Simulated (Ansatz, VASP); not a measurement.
Two plane-wave programs on SrTaN2

```
Sr Ta N
1.0
     3.21532    0.00000    0.00000
    -1.60766    2.78455    0.00000
     0.00000    0.00000   11.74240
Sr Ta N
2 2 4
Direct
  0.33333 0.66667 0.75000
  0.66667 0.33333 0.25000
  0.00000 0.00000 0.50000
  0.00000 0.00000 0.00000
  0.33333 0.66667 0.40281
  0.66667 0.33333 0.90281
  0.66667 0.33333 0.59719
  0.33333 0.66667 0.09719
```

Alike in both runs: functional r2SCAN; k mesh 6 × 6 × 2; occupations gaussian, width 0.1 eV; no spin polarisation.

Ansatz relaxed the structure, and its values are those at the end. VASP's run is a single point on that final structure, the one shown.

|  | VASP | Ansatz |
| --- | --- | --- |
| version | VASP 6.6.1 | Ansatz 0.2.0 |
| potentials or method | VASP PAW PBE potentials, release 64 (Sr_sv, Ta_sv_GW, N), cutoff 660 eV | scalar-relativistic, plane waves, PAW |
| valence electrons in the cell | 66 | 66 |

```tsv
	VASP	Ansatz	Ansatz less VASP
gap on the k mesh at the Fermi level (eV)	none	none	-
pressure (GPa)	0.4	-0.1	-0.51
rms of the force components (eV/Å)	0.012	0.010	-0.0025
```

VASP's potentials were made for PBE, not for r2SCAN. A gap of «none» marks a metal or a gap that the smearing closes.

The k mesh is coarse, so the values compare programs but aren't converged. Neither program's run includes spin-orbit coupling.
